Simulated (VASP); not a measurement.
# TaRu (Pm-3m) in VASP: notebook

Runs on TaRu. Level: LDA. Tasks: electric field gradients.

Everything below comes from runs of VASP 6.6.1. Logs are shortened: lines on timing, memory, paths and dates and some standing lists are left out, and cuts for length are marked.

## 1. The cell of the first run

Symmetry: Pm-3m, No. 221, cubic system. Conventional cell: a = 3.187 Å, b = 3.187 Å, c = 3.187 Å, α = 90.00°, β = 90.00°, γ = 90.00°. Ta (site symmetry m-3m) has 8 Ru at 2.76 Å and 6 Ta at 3.19 Å within 3.6 Å. Within 3.6 Å of Ru (site symmetry m-3m) lie 8 Ta at 2.76 Å and 6 Ru at 3.19 Å.

## 2. Electric field gradients, LDA

INCAR

```
SYSTEM = TaRu
  PREC = Accurate
  ENCUT = 520
  EDIFF = 1E-8
  ISMEAR = -1
  SIGMA = 0.03
  LREAL = .False.
  LASPH = .True.
  NELM = 100
  ALGO = Normal
  ISIF = 2
  LWAVE = .False.
  LCHARG = .False.
  GGA = CA
  LEFG = .True.
  NBANDS = 20
```

KPOINTS

```
regular mesh
0
Gamma
  13 13 13
  0 0 0
```

POSCAR

```
TaRu
1.0
    3.1870000000      0.0000000000      0.0000000000
    0.0000000000      3.1870000000      0.0000000000
    0.0000000000      0.0000000000      3.1870000000
Ta Ru
1 1
Direct
    0.5000000000      0.5000000000      0.5000000000
    0.0000000000      0.0000000000      0.0000000000
```

Potentials or basis: VASP PAW LDA potentials, release 64 (Ta_pv, Ru_pv).

Started as:

```
cat potpaw_LDA.64/Ta_pv/POTCAR potpaw_LDA.64/Ru_pv/POTCAR > POTCAR
mpirun -np 1 vasp_std > vasp.out
```

OUTCAR:

```text
SYSTEM = TaRu
   PREC = Accurate
   ENCUT = 520
   EDIFF = 1E-8
   ISMEAR = -1
   LREAL = .False.
   LASPH = .True.
   NELM = 100
   ISIF = 2
   GGA = CA

 ion  position               nearest neighbor table
   1  0.500  0.500  0.500-   2 2.76   2 2.76   2 2.76   2 2.76   2 2.76   2 2.76   2 2.76   2 2.76

   2  0.000  0.000  0.000-   1 2.76   1 2.76   1 2.76   1 2.76   1 2.76   1 2.76   1 2.76   1 2.76

  LATTYP: Found a simple cubic cell.
 ALAT       =     3.1870000000

  Lattice vectors:

 A1 = (   3.1870000000,   0.0000000000,   0.0000000000)
 A2 = (   0.0000000000,   3.1870000000,   0.0000000000)
 A3 = (   0.0000000000,   0.0000000000,   3.1870000000)

Analysis of symmetry for initial positions (statically):
=====================================================================
 Subroutine PRICEL returns:
 Original cell was already a primitive cell.

 Routine SETGRP: Setting up the symmetry group for a
 simple cubic supercell.

 Subroutine GETGRP returns: Found 48 space group operations
 (whereof 48 operations were pure point group operations)
 out of a pool of 48 trial point group operations.

The static configuration has the point symmetry O_h .

Analysis of symmetry for dynamics (positions and initial velocities):
=====================================================================
 Subroutine PRICEL returns:
 Original cell was already a primitive cell.

 Routine SETGRP: Setting up the symmetry group for a
 simple cubic supercell.

 Subroutine GETGRP returns: Found 48 space group operations
 (whereof 48 operations were pure point group operations)
 out of a pool of 48 trial point group operations.

The dynamic configuration has the point symmetry O_h .

 Subroutine INISYM returns: Found 48 space group operations
 (whereof 48 operations are pure point group operations),
 and found     1 'primitive' translations

----------------------------------------------------------------------------------------

                                     Primitive cell

  volume of cell :      32.3703

  direct lattice vectors                    reciprocal lattice vectors
     3.187000000  0.000000000  0.000000000     0.313774710  0.000000000  0.000000000
     0.000000000  3.187000000  0.000000000     0.000000000  0.313774710  0.000000000
     0.000000000  0.000000000  3.187000000     0.000000000  0.000000000  0.313774710

  length of vectors
     3.187000000  3.187000000  3.187000000     0.313774710  0.313774710  0.313774710

  position of ions in fractional coordinates (direct lattice)
     0.500000000  0.500000000  0.500000000
     0.000000000  0.000000000  0.000000000

  ion indices of the primitive-cell ions
   primitive index   ion index
                 1           1
                 2           2

----------------------------------------------------------------------------------------

 KPOINTS: regular mesh

Automatic generation of k-mesh.
 Grid dimensions read from file:
 generate k-points for:   13   13   13

 Generating k-lattice:

  Cartesian coordinates                     Fractional coordinates (reciprocal lattice)
     0.024136516  0.000000000  0.000000000     0.076923077  0.000000000  0.000000000
     0.000000000  0.024136516  0.000000000     0.000000000  0.076923077  0.000000000
     0.000000000  0.000000000  0.024136516     0.000000000  0.000000000  0.076923077

  Length of vectors
     0.024136516  0.024136516  0.024136516

  Shift w.r.t. Gamma in fractional coordinates (k-lattice)
     0.000000000  0.000000000  0.000000000

 Subroutine IBZKPT returns following result:
 ===========================================

 Found     84 irreducible k-points:

 Following reciprocal coordinates:
            Coordinates               Weight
  0.000000  0.000000  0.000000      1.000000
  0.076923  0.000000  0.000000      6.000000
  0.153846  0.000000  0.000000      6.000000
  0.230769  0.000000  0.000000      6.000000
  0.307692  0.000000  0.000000      6.000000
  0.384615  0.000000  0.000000      6.000000
[... 16 lines left out ...]
  0.307692  0.307692  0.000000     12.000000
  0.384615  0.307692  0.000000     24.000000
 [... further k-points ...]
   k-points           NKPTS =     84   k-points in BZ     NKDIM =     84   number of bands    NBANDS=     20
   number of dos      NEDOS =    301   number of ions     NIONS =      2
   total plane-waves  NPLWV =  13824
   dimension x,y,z NGX =    24 NGY =   24 NGZ =   24
   dimension x,y,z NGXF=    48 NGYF=   48 NGZF=   48
   ions per type =               1   1
   NGX,Y,Z   is equivalent  to a cutoff of  12.52, 12.52, 12.52 a.u.
   NGXF,Y,Z  is equivalent  to a cutoff of  25.04, 25.04, 25.04 a.u.
 SYSTEM =  TaRu
   PREC   = accura    normal or accurate (medium, high low for compatibility)
   ISTART =      0    job   : 0-new  1-cont  2-samecut
   ICHARG =      2    charge: 1-file 2-atom 10-const
   ISPIN  =      1    spin polarized calculation?
   LNONCOLLINEAR =      F non collinear calculations
   LSORBIT =      F    spin-orbit coupling
   LASPH  =      T    aspherical Exc in radial PAW
   ENCUT  =  520.0 eV  38.22 Ry    6.18 a.u.   5.93  5.93  5.93*2*pi/ulx,y,z
   NELM   =    100;   NELMIN=  2; NELMDL= -5     # of ELM steps
   EDIFF  = 0.1E-07   stopping-criterion for ELM
   LREAL  =      F    real-space projection
   EDIFFG = 0.1E-06   stopping-criterion for IOM
   NSW    =      0    number of steps for IOM
   IBRION =     -1    ionic relax: 0-MD 1-quasi-New 2-CG
   NFREE  =      0    steps in history (QN), initial steepest desc. (CG)
   ISIF   =      2    stress and relaxation
   ISYM   =      2    0-nonsym 1-usesym 2-fastsym
   POTIM  = 0.5000    time-step for ionic-motion
   TEBEG  =    0.0;   TEEND  =   0.0 temperature during run
   PSTRESS=    0.0 pullay stress
   NELECT =      25.0000    total number of electrons
   NUPDOWN=      -1.0000    fix difference up-down
   EMIN   =  10.00;   EMAX   =-10.00  energy-range for DOS
   EFERMI =   0.00;   METHOD = LEGACY
   ISMEAR =    -1;   SIGMA  =   0.03  broadening in eV -4-tet -1-fermi 0-gaus
   EFERMI_NEDOS =   21; number of points for ismear=-14 and -15
   IALGO  =     38    algorithm
   IMIX   =      4    mixing-type and parameters
     AMIX     =   0.40;   BMIX     =  1.00
     AMIX_MAG =   1.60;   BMIX_MAG =  1.00
  volume/ion in A,a.u.               =      16.19       109.22
  Fermi-wavevector in a.u.,A,eV,Ry     =   1.502010  2.838387 30.695199  2.256033
  Thomas-Fermi vector in A             =   2.613306
   LORBIT       =      0    0 simple, 1 ext, 2 COOP (PROOUT), +10 PAW based schemes
   GGA     = CA    functional components
   LHFCALC =     F    Hartree Fock is set to
   AEXX    =    0.0000 exact exchange contribution
   IVDW    =     0    specifies the selected vdW correction
   LEPSILON=     F    determine dielectric tensor
   LRPA    =     F    only Hartree local field effects (RPA)
 non-spin polarized calculation
  energy-cutoff  :      520.00
  volume of cell :       32.37
 maximum number of plane-waves:       895
 NGX is ok and might be reduce to    24
   NGX = 11   NGY = 11   NGZ = 11

 number of electron      24.9999993 magnetization

 Free energy of the ion-electron system (eV)
  ---------------------------------------------------
  ext. energy  EPLUGINS =         0.00000000
  ---------------------------------------------------
  free energy    TOTEN  =       -23.90564773 eV

  energy without entropy =      -23.89543525  energy(sigma->0) =      -23.90054149

 E-fermi :   9.1585     XC(G=0): -13.3514

 val. band max:        9.1402560716   @ k =   0.4615   0.0000   0.0000
 cond. band min:       9.1593642604   @ k =   0.4615   0.1538   0.0769
 fundamental gap:      0.0191081888
 Fermi energy:         9.1585197561

 k-point     1 :       0.0000    0.0000    0.0000
  band No.  band energies     occupation
      1     -33.7940      2.00000
      2     -33.7940      2.00000
      3     -33.7940      2.00000
      4     -25.7052      2.00000
      5     -25.7052      2.00000
      6     -25.7052      2.00000
[... 12 lines left out ...]
     19      17.1420      0.00000
     20      17.1420      0.00000

 k-point     2 :       0.0769    0.0000    0.0000
  band No.  band energies     occupation
      1     -33.7994      2.00000
      2     -33.7930      2.00000
      3     -33.7930      2.00000
      4     -25.7243      2.00000
      5     -25.7052      2.00000
      6     -25.7052      2.00000
[... 498 lines left out ...]
 k-point    24 :       0.3846    0.3077    0.0000
  band No.  band energies     occupation
      1     -33.8808      2.00000
      2     -33.8576      2.00000
      3     -33.7707      2.00000
      4     -25.9435      2.00000
      5     -25.8758      2.00000
      6     -25.6873      2.00000
[... 12 lines left out ...]
     19      18.8852      0.00000
     20      19.1530      0.00000

 [... further k-points ...]

------------------------ aborting loop because EDIFF is reached ----------------------------------------

  FORCE on cell =-STRESS in cart. coord.  units (eV):
  Direction    XX          YY          ZZ          XY          YZ          ZX
  --------------------------------------------------------------------------------------
  -------------------------------------------------------------------------------------
  Total       -3.1389024     -3.1389024     -3.1389024     -0.0000000      0.0000000      0.0000000
  in kB     -155.3610684   -155.3610684   -155.3610684     -0.0000000      0.0000000      0.0000000
  external PRESSURE =    -155.3610684 kB  Pullay stress =       0.0000000 kB

 VOLUME and BASIS-vectors are now :
 -----------------------------------------------------------------------------
  energy-cutoff  :      520.00
  volume of cell :       32.37
      direct lattice vectors                 reciprocal lattice vectors
     3.187000000  0.000000000  0.000000000     0.313774710  0.000000000  0.000000000
     0.000000000  3.187000000  0.000000000     0.000000000  0.313774710  0.000000000
     0.000000000  0.000000000  3.187000000     0.000000000  0.000000000  0.313774710

 POSITION                                       TOTAL-FORCE (eV/Angst)
 -----------------------------------------------------------------------------------
      1.59350      1.59350      1.59350         0.000000      0.000000      0.000000
      0.00000      0.00000      0.00000         0.000000      0.000000      0.000000
 -----------------------------------------------------------------------------------
    total drift:                                0.000000      0.000000     -0.000000

  FREE ENERGIE OF THE ION-ELECTRON SYSTEM (eV)
  ---------------------------------------------------
  free  energy   TOTEN  =       -23.9056477258 eV

  energy  without entropy=      -23.8954352504  energy(sigma->0) =      -23.90054149

 Electric field gradients (V/A^2)
---------------------------------------------------------------------
 ion       V_xx      V_yy      V_zz      V_xy      V_xz      V_yz
---------------------------------------------------------------------
   1       0.000     0.000    -0.000    -0.000     0.000    -0.000
   2      -0.000     0.000     0.000    -0.000     0.000     0.000
---------------------------------------------------------------------

 Electric field gradients after diagonalization (V/A^2)
 (convention: |V_zz| > |V_xx| > |V_yy|)
----------------------------------------------------------------------
 ion       V_xx      V_yy      V_zz     asymmetry (V_yy - V_xx)/ V_zz
----------------------------------------------------------------------
   1       0.000     0.000    -0.000       0.180
   2      -0.000     0.000     0.000       0.530
----------------------------------------------------------------------

           NMR quadrupolar parameters

 Cq : quadrupolar parameter    Cq=e*Q*V_zz/h
 eta: asymmetry parameters     (V_yy - V_xx)/ V_zz
 Q  : nuclear electric quadrupole moment in mb (millibarn)
----------------------------------------------------------------------
 ion       Cq(MHz)       eta       Q (mb)
----------------------------------------------------------------------
   1      -0.000       0.180       1.000
   2       0.000       0.530       1.000
----------------------------------------------------------------------
```

It took 36 s on 1 thread of Intel Xeon Platinum 8259CL at 2.50GHz (Skylake/Cascade Lake), shared host; peak memory 0.16 GiB.

Results:

```yaml
Free_energy: -23.9056 eV
Pressure: -15.5 GPa
```

Levels at points of the mesh, in eV from the Fermi level:
```
           k point  band 10  band 11  band 12  band 13  band 14  band 15
(0.00, 0.00, 0.00)    -2.34    -2.34    -2.34     0.96     0.96     3.96
```

Caveat: without QUAD_EFG the Cq values of the log hold for a quadrupole moment of 1 mb, not for the nuclei; spin-orbit coupling is left out, which moves the levels of the heavy elements.

(Continued in part 2 of 2.)
